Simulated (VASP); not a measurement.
Write the native input for VASP 6.6.1 that does the following.

* Task: single point
* Functional: LDA
* Potentials or basis: VASP PAW LDA potentials, release 64 (Au)
* Cutoff: 520 eV
* k mesh: 12 × 12 × 12
* Occupations: fermi-dirac, width 0.1 eV
* Spin: no spin polarisation
* Dipole correction: no
* Further INCAR settings: ALGO = Normal; EDIFF = 1e-06; NBANDS = 18

The structure of Au lies in POSCAR:

```
Au
1.0
    0.0000000000      2.6165995784      2.6165995784
    2.6165995784      0.0000000000      2.6165995784
    2.6165995784      2.6165995784      0.0000000000
Au
2
Direct
   -0.1250000000     -0.1250000000     -0.1250000000
    0.1250000000      0.1250000000      0.1250000000
```

This isn't the form of Au at room conditions, which is fcc.

One way to write it, as run:

INCAR

```
PREC     = Accurate       # precision mode
ENCUT    = 520            # plane-wave cutoff, eV
EDIFF    = 1E-6           # SCF threshold, eV
ISMEAR   = -1             # smearing method
SIGMA    = 0.1            # smearing width, eV
LREAL    = F              # projectors in reciprocal space
LASPH    = T              # aspherical terms in the spheres
NELM     = 60             # most SCF steps
ALGO     = Normal         # electronic algorithm
ISIF     = 2              # what is computed and relaxed
LWAVE    = F              # write WAVECAR
LCHARG   = F              # write CHGCAR
NBANDS   = 18             # bands
```

KPOINTS

```
regular mesh
0
Gamma
  12 12 12
```

Potentials or basis: VASP PAW LDA potentials, release 64 (Au).

Command:

```console
$ cat potpaw_LDA.64/Au/POTCAR > POTCAR
$ mpirun -np 1 vasp_std > vasp.out
```

Results of the run:

```json
{
 "Pressure": "89.3 GPa",
 "Band gap on the k mesh": "zero (bands 11 and 12 overlap by 0.73 eV)"
}
```

Caveat: the cell stands under pressure; spin-orbit coupling is left out, which moves the levels of the heavy elements.

Wall time 56 s on 1 thread of Intel Xeon 8259CL (shared host), peak memory 0.16 GiB.
